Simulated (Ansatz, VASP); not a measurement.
Rh in VASP and in Ansatz

```
Rh
1.0
     2.61590    0.00000    0.00000
    -1.30795    2.26544    0.00000
     0.00000    0.00000    4.52540
Rh
2
Direct
  0.66667 0.33333 0.75000
  0.33333 0.66667 0.25000
```

Alike in both runs: task single point; functional PBE; k mesh 18 × 18 × 10; occupations gaussian, width 0.15 eV; no spin polarisation.

```csv
,VASP,Ansatz
version,VASP 6.6.1,Ansatz 0.2.0
potentials or method,"VASP PAW PBE potentials, release 64 (Rh_pv), cutoff 520 eV","scalar-relativistic, plane waves, PAW"
valence electrons in the cell,30,34
```

Ansatz gave:

```
gap on the k mesh at the Fermi level (eV)                     : none
pressure (GPa)                                                : 15.9
traceless stress, the component that is largest in VASP (GPa) : -14.56
```

Problem. Estimate VASP's values.

Solution. gap on the k mesh at the Fermi level (eV): none; pressure (GPa): 15.9; traceless stress, the component that is largest in VASP (GPa): -14.55.

A gap of «none» marks a metal or a gap that the smearing closes. VASP's potentials hold 30 valence electrons a cell and Ansatz's 34, so a difference there can come from the potentials and not from the codes.
